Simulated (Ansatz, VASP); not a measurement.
Ba in VASP and in Ansatz

```
Ba
1.0
    -2.47262    2.47262    2.47262
     2.47262   -2.47262    2.47262
     2.47262    2.47262   -2.47262
Ba
1
Direct
  0.00000 0.00000 0.00000
```

Alike in both runs: task single point; functional PBE; k mesh 8 × 8 × 8; occupations tetrahedron; no spin polarisation.

|  | VASP | Ansatz |
| --- | --- | --- |
| version | VASP 6.6.1 | Ansatz 0.2.0 |
| potentials or method | VASP PAW PBE potentials, release 64 (Ba_sv), cutoff 520 eV | all-electron LAPW, scalar-relativistic |

|  | VASP | Ansatz | Ansatz less VASP |
| --- | --- | --- | --- |
| gap on the k mesh at the Fermi level (eV) | none | none | - |
| pressure (GPa) | 0.6 | 0.5 | -0.10 |

A gap of «none» marks a metal or a gap that the smearing closes. Ansatz ran all-electron here, and VASP with PAW potentials.

Neither program's run includes spin-orbit coupling.
